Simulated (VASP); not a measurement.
Here is a VASP 6.6.1 calculation.

Contents of INCAR:

```
SYSTEM = CdF2
PREC = Accurate
ENCUT = 520
EDIFF = 1E-6
ISMEAR = 0
SIGMA = 0.05
LREAL = .FALSE.
LASPH = .TRUE.
NELM = 60
ALGO = Normal
ISIF = 2
LWAVE = .FALSE.
LCHARG = .FALSE.
GGA = PE
NBANDS = 20
```

KPOINTS

```
Automatic mesh
0
G
  8 8 8
  0 0 0
```

Contents of POSCAR:

```
CdF2
1.0
    0.0000000000      2.8537123684      2.9310479736
    2.8537123684      0.0000000000      2.9310479736
    2.8537123684      2.8537123684      0.0000000000
Cd F
1 2
Direct
    0.0000000000      0.0000000000      0.0000000000
    0.2500000000      0.2500000000      0.2500000000
    0.7500000000      0.7500000000      0.7500000000
```

Potentials or basis: VASP PAW PBE potentials, release 64 (Cd, F).

Command:

```sh
$ cat potpaw_PBE.64/Cd/POTCAR potpaw_PBE.64/F/POTCAR > POTCAR
$ mpirun -np 1 vasp_std > vasp.out
```

(1) Estimate the pressure.

(2) What does it give for the band gap on the k mesh?

## Answers

(1) -9.5 GPa.

(2) 2.34 eV, indirect (least direct gap 2.89 eV).
